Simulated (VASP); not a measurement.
Write the native input for VASP 6.6.1 that does the following.

```
Task                   : single point
Functional             : revPBE
Potentials or basis    : VASP PAW PBE potentials, release 64 (Li_sv)
Cutoff                 : 520 eV
k mesh                 : 21 × 21 × 21
Occupations            : fermi-dirac, width 0.1 eV
Spin                   : no spin polarisation
Dipole correction      : no
Further INCAR settings : ALGO = Normal; EDIFF = 1e-07; NBANDS = 8
```

The structure of Li lies in POSCAR:

```
Li
1.0
   -1.7182317365      1.7182317365      1.7182317365
    1.7182317365     -1.7182317365      1.7182317365
    1.7182317365      1.7182317365     -1.7182317365
Li
1
Direct
    0.0000000000      0.0000000000      0.0000000000
```

The input as run:

INCAR

```
PREC = Accurate
ENCUT = 520
EDIFF = 1E-7
ISMEAR = -1
SIGMA = 0.1
LREAL = False
LASPH = True
NELM = 100
ALGO = Normal
ISIF = 2
LWAVE = False
LCHARG = True
GGA = RE
LELF = True
LVHAR = True
NBANDS = 8
```

KPOINTS

```
regular mesh
0
Gamma
  21 21 21
```

Potentials or basis: VASP PAW PBE potentials, release 64 (Li_sv).

Launch:

```sh
$ cat potpaw_PBE.64/Li_sv/POTCAR > POTCAR
$ mpirun -np 1 vasp_std > vasp.out
```

Results of the run:

The band gap on the k mesh is zero (an odd number of electrons rules out a gap without spin polarisation).

It took 11 s on 1 thread of Intel(R) Xeon(R) 6975P-C (Granite Rapids), with other jobs on the host, peak memory 0.15 GiB.
